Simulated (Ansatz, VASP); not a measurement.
# One calculation of WS2, two programs

```
W S
1.0
     3.12548    0.00000    0.00000
    -1.56274    2.70675    0.00000
     0.00000    0.00000   16.95311
W S
1 2
Cartesian
  -0.0036 1.8222 -0.0332
  1.5562 0.9552 15.5714
  1.5728 0.8316 1.4149
```

Change from the starting cell: all atoms moved at random, sigma 0.05 Å a component.

Alike in both runs: task single point; functional LDA; k mesh 12 × 12 × 2; occupations gaussian, width 0.05 eV; no spin polarisation.

|  | VASP | Ansatz |
| --- | --- | --- |
| version | VASP 6.6.1 | Ansatz 0.2.0 |
| potentials or method | VASP PAW LDA potentials, release 64 (W_sv, S), cutoff 520 eV | scalar-relativistic, plane waves, PAW |
| valence electrons in the cell | 26 | 26 |

```tsv
	VASP	Ansatz	Ansatz less VASP
gap on the k mesh at the Fermi level (eV)	0.63	0.61	-0.020
least direct gap on the mesh (eV)	1.49	1.48	-0.013
rms of the force components (eV/Å)	2.311	2.287	-0.0240
```

LDA's correlation is that of Perdew and Zunger in VASP and of Perdew and Wang (1992) in Ansatz. Atom by atom the forces differ by 0.026 eV/Å (rms over components).

Neither program's run includes spin-orbit coupling.
